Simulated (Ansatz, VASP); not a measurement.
**Two plane-wave programs on SnSe**

```
Sn Se
1.0
     0.09030    3.05515    3.05515
     3.05515    0.09030    3.05515
     3.05515    3.05515    0.09030
Sn Se
1 1
Cartesian
  0.0000 0.0000 0.0000
  3.1003 3.1003 3.1003
```

Change from the starting cell: equal xy, yz and zx shear strains of +3 %, PAW files.

Alike in both runs: task electric field gradients; functional PBE; k mesh 9 × 9 × 9; occupations fermi-dirac, width 0.02 eV; no spin polarisation.

|  | VASP | Ansatz |
| --- | --- | --- |
| version | VASP 6.6.1 | Ansatz 0.2.0 |
| potentials or method | VASP PAW PBE potentials, release 64 (Sn_d, Se) | PAW with Ansatz's default frozen-core files, scalar-relativistic |
| plane-wave cutoff (eV) | 400 | 420 |
| valence electrons in the cell | 20 | 30 |

|  | VASP | Ansatz | Ansatz less VASP |
| --- | --- | --- | --- |
| pressure (GPa) | 1.0 | 1.0 | +0.02 |
| traceless stress, the component that is largest in VASP (GPa) | -0.58 | -0.58 | 0.000 |
| size of Vzz on the site where it differs most (V/Å²) | 0.5 | 1.6 | +1.10 |

VASP's potentials hold 20 valence electrons a cell and Ansatz's 30, so a difference there can come from the potentials and not from the codes.
